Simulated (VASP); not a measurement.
# In (Im-3m) in VASP: notebook, part 2 of 2

VASP 6.6.1.

**3. Single point, PBE, non-collinear spin, zero start, spin-orbit coupling**

Input file INCAR:

```
PREC = Accurate ; ENCUT = 520
EDIFF = 1E-6 ; ISMEAR = -1
SIGMA = 0.05 ; LREAL = False
LASPH = True ; NELM = 150
ALGO = Normal ; ISIF = 2
LWAVE = False ; LCHARG = False
MAGMOM = 0 0 0 ; LORBIT = 11
LSORBIT = True ; GGA_COMPAT = False
LORBMOM = True ; GGA = PE
NBANDS = 24
```

Input file KPOINTS:

```
Automatic mesh
0
Gamma
  7 7 7
```

Input file POSCAR:

```
In
1.0
   -1.8825252400      1.8825252400      1.8825252400
    1.8825252400     -1.8825252400      1.8825252400
    1.8825252400      1.8825252400     -1.8825252400
In
1
Direct
    0.0000000000      0.0000000000      0.0000000000
```

Potentials or basis: VASP PAW PBE potentials, release 64 (In_d).

Command:

```bash
$ cat potpaw_PBE.64/In_d/POTCAR > POTCAR
$ mpirun -np 1 vasp_ncl > vasp.out
```

OUTCAR:

```text
PREC = Accurate
   ENCUT = 520
   EDIFF = 1E-6
   ISMEAR = -1
   LREAL = False
   LASPH = True
   NELM = 150
   ISIF = 2
   LORBIT = 11
   LSORBIT = True
   GGA = PE

 ion  position               nearest neighbor table
   1  0.000  0.000  0.000-

  LATTYP: Found a body centered cubic cell.
 ALAT       =     3.7650504800

  Lattice vectors:

 A1 = (  -1.8825252400,   1.8825252400,   1.8825252400)
 A2 = (   1.8825252400,  -1.8825252400,   1.8825252400)
 A3 = (   1.8825252400,   1.8825252400,  -1.8825252400)

Analysis of symmetry for initial positions (statically):
=====================================================================
 Subroutine PRICEL returns:
 Original cell was already a primitive cell.

 Routine SETGRP: Setting up the symmetry group for a
 body centered cubic supercell.

 Subroutine GETGRP returns: Found 48 space group operations
 (whereof 48 operations were pure point group operations)
 out of a pool of 48 trial point group operations.

The static configuration has the point symmetry O_h .

Analysis of symmetry for dynamics (positions and initial velocities):
=====================================================================
 Subroutine PRICEL returns:
 Original cell was already a primitive cell.

 Routine SETGRP: Setting up the symmetry group for a
 body centered cubic supercell.

 Subroutine GETGRP returns: Found 48 space group operations
 (whereof 48 operations were pure point group operations)
 out of a pool of 48 trial point group operations.

The dynamic configuration has the point symmetry O_h .

Analysis of structural, dynamic, and magnetic symmetry:
=====================================================================
 Subroutine PRICEL returns:
 Original cell was already a primitive cell.

 Routine SETGRP: Setting up the symmetry group for a
 body centered cubic supercell.

 Subroutine GETGRP returns: Found 48 space group operations
 (whereof 48 operations were pure point group operations)
 out of a pool of 48 trial point group operations.

The overall configuration has the point symmetry O_h .

 Subroutine INISYM returns: Found 48 space group operations
 (whereof 48 operations are pure point group operations),
 and found     1 'primitive' translations

----------------------------------------------------------------------------------------

                                     Primitive cell

  volume of cell :      26.6859

  direct lattice vectors                    reciprocal lattice vectors
    -1.882525240  1.882525240  1.882525240     0.000000000  0.265600689  0.265600689
     1.882525240 -1.882525240  1.882525240     0.265600689  0.000000000  0.265600689
     1.882525240  1.882525240 -1.882525240     0.265600689  0.265600689  0.000000000

  length of vectors
     3.260629362  3.260629362  3.260629362     0.375616096  0.375616096  0.375616096

  position of ions in fractional coordinates (direct lattice)
     0.000000000  0.000000000  0.000000000

  ion indices of the primitive-cell ions
   primitive index   ion index
                 1           1

----------------------------------------------------------------------------------------

 KPOINTS: Automatic mesh

[... 87 lines left out ...]
   GGA     = PE    functional components
   LHFCALC =     F    Hartree Fock is set to
   AEXX    =    0.0000 exact exchange contribution
   IVDW    =     0    specifies the selected vdW correction
   LEPSILON=     F    determine dielectric tensor
   LRPA    =     F    only Hartree local field effects (RPA)
  energy-cutoff  :      520.00
  volume of cell :       26.69
 maximum number of plane-waves:      1454
   NGX = 13   NGY = 13   NGZ = 13

 number of electron      13.0000000 magnetization       0.0000000      0.0000000      0.0000000

 number of electron      13.0000005 magnetization      -0.0000000      0.0000000      0.0000000

 number of electron      13.0000005 magnetization       0.0000000     -0.0000000     -0.0000000

 Free energy of the ion-electron system (eV)
  ---------------------------------------------------
  ext. energy  EPLUGINS =         0.00000000
  ---------------------------------------------------
  free energy    TOTEN  =        -2.56246440 eV

  energy without entropy =       -2.55648803  energy(sigma->0) =       -2.55947622

 E-fermi :   7.4201     XC(G=0): -10.1603

 val. band max:        7.3942136051   @ k =  -0.4286   0.4286   0.2857
 cond. band min:       7.5356742792   @ k =  -0.4286  -0.4286   0.2857
 fundamental gap:      0.1414606741
 Fermi energy:         7.4201092388

 k-point     1 :       0.0000    0.0000    0.0000
  band No.  band energies     occupation
      1      -7.7836      1.00000
      2      -7.7836      1.00000
      3      -7.7836      1.00000
      4      -7.7836      1.00000
      5      -7.0255      1.00000
      6      -7.0255      1.00000
[... 529 lines left out ...]
     23      26.2276      0.00000
     24      26.2276      0.00000

------------------------ aborting loop because EDIFF is reached ----------------------------------------

  FORCE on cell =-STRESS in cart. coord.  units (eV):
  Direction    XX          YY          ZZ          XY          YZ          ZX
  --------------------------------------------------------------------------------------
  -------------------------------------------------------------------------------------
  Total        0.2382190      0.2382190      0.2382190      0.0000000     -0.0000000     -0.0000000
  in kB       14.3022556     14.3022556     14.3022556      0.0000000     -0.0000000     -0.0000000
  external PRESSURE =      14.3022556 kB  Pullay stress =       0.0000000 kB

 VOLUME and BASIS-vectors are now :
 -----------------------------------------------------------------------------
  energy-cutoff  :      520.00
  volume of cell :       26.69
      direct lattice vectors                 reciprocal lattice vectors
    -1.882525240  1.882525240  1.882525240     0.000000000  0.265600689  0.265600689
     1.882525240 -1.882525240  1.882525240     0.265600689  0.000000000  0.265600689
     1.882525240  1.882525240 -1.882525240     0.265600689  0.265600689  0.000000000

 POSITION                                       TOTAL-FORCE (eV/Angst)
 -----------------------------------------------------------------------------------
      0.00000      0.00000      0.00000         0.000000      0.000000      0.000000
 -----------------------------------------------------------------------------------
    total drift:                                0.000000      0.000000      0.000000

  FREE ENERGIE OF THE ION-ELECTRON SYSTEM (eV)
  ---------------------------------------------------
  free  energy   TOTEN  =        -2.5624644007 eV

  energy  without entropy=       -2.5564880319  energy(sigma->0) =       -2.55947622

 orbital moment (x)

 # of ion     p       d       tot
 ----------------------------------------
  1        -0.000   0.000   0.000
 ----------------------------------------
           -0.000   0.000   0.000

 orbital moment (y)

 # of ion     p       d       tot
 ----------------------------------------
  1         0.000   0.000   0.000
 ----------------------------------------
            0.000   0.000   0.000

 orbital moment (z)

 # of ion     p       d       tot
 ----------------------------------------
  1         0.000  -0.000  -0.000
 ----------------------------------------
            0.000  -0.000  -0.000

 Spin-Orbit-Coupling matrix elements

 Ion:    1  E_soc:     -0.0745533
 l=   1
     0.0000000    -0.0061285    -0.0061285
    -0.0061285     0.0000000    -0.0061285
    -0.0061285    -0.0061285     0.0000000
 l=   2
     0.0000000    -0.0012498     0.0000000    -0.0012498    -0.0050472
    -0.0012498     0.0000000    -0.0037854    -0.0012498    -0.0012618
     0.0000000    -0.0037854     0.0000000    -0.0037854     0.0000000
    -0.0012498    -0.0012498    -0.0037854     0.0000000    -0.0012618
    -0.0050472    -0.0012618     0.0000000    -0.0012618     0.0000000
 l=   3
     0.0000000     0.0000000     0.0000000     0.0000000     0.0000000     0.0000000     0.0000000
     0.0000000     0.0000000     0.0000000     0.0000000     0.0000000     0.0000000     0.0000000
     0.0000000     0.0000000     0.0000000     0.0000000     0.0000000     0.0000000     0.0000000
     0.0000000     0.0000000     0.0000000     0.0000000     0.0000000     0.0000000     0.0000000
     0.0000000     0.0000000     0.0000000     0.0000000     0.0000000     0.0000000     0.0000000
     0.0000000     0.0000000     0.0000000     0.0000000     0.0000000     0.0000000     0.0000000
     0.0000000     0.0000000     0.0000000     0.0000000     0.0000000     0.0000000     0.0000000

 total charge

# of ion       s       p       d       tot
------------------------------------------
    1        1.008   0.480   9.848  11.336

 magnetization (x)

# of ion       s       p       d       tot
------------------------------------------
    1        0.000   0.000   0.000   0.000

 magnetization (y)

# of ion       s       p       d       tot
------------------------------------------
    1       -0.000   0.000  -0.000  -0.000

 magnetization (z)

# of ion       s       p       d       tot
------------------------------------------
    1       -0.000   0.000  -0.000  -0.000
```

OSZICAR:

```text
N       E                     dE             d eps       ncg     rms          rms(c)
DAV:   1     0.113235988266E+03    0.11324E+03   -0.61147E+03   976   0.148E+03
DAV:   2     0.793122069757E+01   -0.10530E+03   -0.10143E+03   968   0.359E+02
DAV:   3    -0.223968695296E+01   -0.10171E+02   -0.10109E+02  1176   0.113E+02
DAV:   4    -0.256783034700E+01   -0.32814E+00   -0.32800E+00  1160   0.214E+01
DAV:   5    -0.258892466514E+01   -0.21094E-01   -0.21093E-01  1424   0.451E+00    0.222E+00
DAV:   6    -0.256705655214E+01    0.21868E-01   -0.34275E-02  1272   0.384E+00    0.107E+00
DAV:   7    -0.256275196858E+01    0.43046E-02   -0.94210E-03  1304   0.181E+00    0.382E-01
DAV:   8    -0.256252299279E+01    0.22898E-03   -0.48763E-04  1176   0.280E-01    0.178E-01
DAV:   9    -0.256246023092E+01    0.62762E-04   -0.17743E-04  1168   0.231E-01    0.180E-02
DAV:  10    -0.256246424508E+01   -0.40142E-05   -0.10249E-05  1456   0.351E-02    0.870E-03
DAV:  11    -0.256246440073E+01   -0.15565E-06   -0.23879E-07   664   0.704E-03
   1 F= -.25624644E+01 E0= -.25594762E+01  d E =-.597637E-02  mag=    -0.0000     0.0000     0.0000
```

Wall time 9.8 s (1 thread of Intel Xeon 6975P-C (Granite Rapids), shared host); peak memory 0.19 GiB.

What came out:

```yaml
Free_energy: -2.5625 eV
Pressure: 1.4 GPa
Net_moment: 0.00 μB per cell
Valence_electrons_inside_the_program's_atomic_spheres: In 11.34
```

Moments on the atoms (μB; x, y, z):
```
In  0.00 0.00 0.00
```
